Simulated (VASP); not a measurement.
Here is a VASP 6.6.1 calculation.

The input INCAR:

```
  ALGO = Normal
  EDIFF = 1E-6
  ENCUT = 520
  GGA = PS
  ISIF = 2
  ISMEAR = 0
  ISPIN = 2
  LASPH = True
  LCHARG = True
  LELF = True
  LMAXMIX = 4
  LORBIT = 11
  LREAL = False
  LVHAR = True
  LWAVE = False
  MAGMOM = 0.75 0
  NBANDS = 20
  NELM = 150
  NUPDOWN = 0.75
  PREC = Accurate
  SIGMA = 0.15
```

The input KPOINTS:

```
k-points
0
Gamma
  20 20 20
```

File POSCAR:

```
TiN
1.0
    0.0000000000      2.0443429201      2.0443429201
    2.0443429201      0.0000000000      2.0443429201
    2.0443429201      2.0443429201      0.0000000000
Ti N
1 1
Direct
    0.0000000000      0.0000000000      0.0000000000
    0.5000000000      0.5000000000      0.5000000000
```

Potentials or basis: VASP PAW PBE potentials, release 64 (Ti_sv, N).

Command:

```console
$ cat potpaw_PBE.64/Ti_sv/POTCAR potpaw_PBE.64/N/POTCAR > POTCAR
$ mpirun -np 1 vasp_std > vasp.out
```

Predict the pressure.

35.6 GPa.

Caveat: the cell stands under pressure; the PAW data sets were made with another functional, which shifts forces and pressure a little; the total moment is fixed, so each spin has its own Fermi level and the state may be an excited one.
